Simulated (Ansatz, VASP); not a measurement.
# WC in VASP and in Ansatz

The input INCAR:

```
SYSTEM = WC
  PREC = Accurate
  ENCUT = 600
  EDIFF = 1E-7
  ISMEAR = -1
  SIGMA = 0.05
  LREAL = .False.
  LASPH = .True.
  NELM = 60
  ALGO = Normal
  ISIF = 3
  LWAVE = .False.
  LCHARG = .False.
  GGA = CA
  IBRION = 2
  NSW = 80
  EDIFFG = -0.01
```

File KPOINTS:

```
Automatic mesh
0
Gamma
  11 11 9
  0 0 0
```

POSCAR

```
WC
1.0
    2.9065000000      0.0000000000      0.0000000000
   -1.4532500000      2.5171028400      0.0000000000
    0.0000000000      0.0000000000      2.8366000000
W C
1 1
Direct
    0.0000000000      0.0000000000      0.0000000000
    0.6666666667      0.3333333333      0.5000000000
```

Input for Ansatz:

```yaml
crystal:
  lattice:
    - [2.9065, 0.0, 0.0]
    - [-1.45325, 2.51710284, 0.0]
    - [0.0, 0.0, 2.8366]
  atoms:
    - { symbol: W, position: [0.0, 0.0, 0.0] }
    - { symbol: C, position: [0.6666666666666666, 0.3333333333333333, 0.5] }
kpoints:
  mp_grid:
    grid: [11, 11, 9]
hamiltonian:
  xc: lda
  dispersion: none
scf:
  occupations:
    method: fermi_dirac
    width: 0.05
relax:
  f_tol: 0.01
  cell: {}
```

Alike in both runs: task relaxation of cell and atoms; functional LDA; k mesh 11 × 11 × 9; occupations fermi-dirac, width 0.05 eV; no spin polarisation.

|  | VASP | Ansatz |
| --- | --- | --- |
| version | VASP 6.6.1 | Ansatz 0.2.0 |
| potentials or method | VASP PAW LDA potentials, release 64 (W_sv, C) | plane waves, PAW |
| plane-wave cutoff (eV) | 600 | 420 |
| valence electrons in the cell | 18 | 18 |

```csv
,VASP,Ansatz,Ansatz less VASP
relaxed volume (Å³/atom),10.19,10.13,-0.063
relaxed length of the cell vector where the two differ most in proportion (Å),2.816,2.810,-0.0059
```

LDA's correlation is that of Perdew and Zunger in VASP and of Perdew and Wang (1992) in Ansatz.

Neither program's run includes spin-orbit coupling.
